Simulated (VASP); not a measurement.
Set up this calculation in VASP 6.6.1, as the native input.

* Task: single point
* Functional: r2SCAN
* Potentials or basis: VASP PAW PBE potentials, release 64 (Mg_sv, O)
* Cutoff: 750 eV
* k mesh: 10 × 10 × 10
* Occupations: gaussian, width 0.02 eV
* Spin: no spin polarisation
* Dipole correction: no
* Mended: yes
* Further INCAR settings: ALGO = Normal; EDIFF = 1e-06; NBANDS = 15

Crystal: MgO.

```
Mg O
1.0
     0.00000    2.14340    2.14340
     2.14340    0.00000    2.14340
     2.14340    2.14340    0.00000
Mg O
1 1
Cartesian
  0.0000 0.0000 0.0000
  2.1434 2.1434 2.1434
```

One way to write it, as run:

POSCAR

```
MgO
1.0
    0.0000000000      2.1433978369      2.1433978369
    2.1433978369      0.0000000000      2.1433978369
    2.1433978369      2.1433978369      0.0000000000
Mg O
1 1
Direct
    0.0000000000      0.0000000000      0.0000000000
    0.5000000000      0.5000000000      0.5000000000
```

INCAR.step1

```
SYSTEM = MgO
  PREC = Accurate
  ENCUT = 750
  ISMEAR = 0
  SIGMA = 0.02
  LREAL = .FALSE.
  LASPH = .TRUE.
  NELM = 120
  NBANDS = 15
  GGA = PE
  ALGO = Normal
  EDIFF = 1E-5
  LWAVE = .TRUE.
  LCHARG = .FALSE.
  GGA_COMPAT = .FALSE.
```

INCAR.step2

```
SYSTEM = MgO
  PREC = Accurate
  ENCUT = 750
  EDIFF = 1E-6
  ISMEAR = 0
  SIGMA = 0.02
  LREAL = .FALSE.
  LASPH = .TRUE.
  NELM = 120
  ALGO = Normal
  ISIF = 2
  LWAVE = .FALSE.
  LCHARG = .FALSE.
  METAGGA = R2SCAN
  LMIXTAU = .TRUE.
  NBANDS = 15
  ISTART = 1
  GGA_COMPAT = .FALSE.
```

KPOINTS

```
Automatic mesh
0
G
  10 10 10
  0 0 0
```

Potentials or basis: VASP PAW PBE potentials, release 64 (Mg_sv, O).

Command:

```console
$ cat potpaw_PBE.64/Mg_sv/POTCAR potpaw_PBE.64/O/POTCAR > POTCAR
$ cp INCAR.step1 INCAR
$ mpirun -np 1 vasp_std > vasp.out
$ cp INCAR.step2 INCAR
$ mpirun -np 1 vasp_std > vasp.out
```

Results of the run:

```yaml
Pressure: -8.6 GPa
Band_gap_on_the_k_mesh: 5.13 eV
```

Caveat: the cell stands under tension; the PAW data sets were made with another functional, which shifts forces and pressure a little.

Wall time 78 s on 1 thread of Intel(R) Xeon(R) Platinum 8488C (Sapphire Rapids) (shared host), peak memory 0.17 GiB.
